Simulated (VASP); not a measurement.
Set up this calculation in VASP 6.6.1, as the native input.

```
Task                   : single point
Functional             : PBE
Potentials or basis    : VASP PAW PBE potentials, release 64 (Sb, Se)
Cutoff                 : 500 eV
k mesh                 : 3 × 3 × 3
Occupations            : gaussian, width 0.2 eV
Spin                   : no spin polarisation
Dipole correction      : no
Further INCAR settings : ALGO = Normal; EDIFF = 1e-06; NBANDS = 26
```

The structure of SbSe5 lies in POSCAR:

```
SbSe5
1.0
    6.2693086354      0.0000000031      0.0000000000
   -3.1346543204      5.4293805409      0.0000000000
    0.0000000000      0.0000000000      4.0682313868
Sb Se
1 5
Direct
    0.0000000000      0.0000000000      0.5000000000
    0.6564913014      0.0000000000      0.0000000000
    0.3435086986      0.3435086986      0.0000000000
    0.0000000000      0.6564913014      0.0000000000
    0.6666666667      0.3333333333      0.5000000000
    0.3333333333      0.6666666667      0.5000000000
```

The cell was built from a structure type or drawn by symmetry, and may not be a known phase.

The input as run:

INCAR

```
SYSTEM = SbSe5
PREC = Accurate
ENCUT = 500
EDIFF = 1E-6
ISMEAR = 0
SIGMA = 0.2
LREAL = .False.
LASPH = .True.
NELM = 120
ALGO = Normal
ISIF = 2
LWAVE = .False.
LCHARG = .True.
GGA = PE
LELF = .True.
LVHAR = .True.
NBANDS = 26
GGA_COMPAT = .False.
```

KPOINTS

```
regular mesh
0
Gamma
  3 3 3
  0 0 0
```

Potentials or basis: VASP PAW PBE potentials, release 64 (Sb, Se).

Command:

```bash
$ cat potpaw_PBE.64/Sb/POTCAR potpaw_PBE.64/Se/POTCAR > POTCAR
$ mpirun -np 1 vasp_std > vasp.out
```

It gave:

```yaml
Pressure: 0.0 GPa
Largest_force: 0.004 eV/Å
Band_gap_on_the_k_mesh: zero (an odd number of electrons rules out a gap without spin polarisation)
```

Caveat: the k points lie up to 0.51 Å⁻¹ apart, too coarse for converged energies and pressures of a metal; spin-orbit coupling is left out, which moves the levels of the heavy elements.

Wall time 13 s on 1 thread of AMD EPYC 9R45 96-Core Processor (Zen 5), with other jobs on the host, peak memory 0.21 GiB.
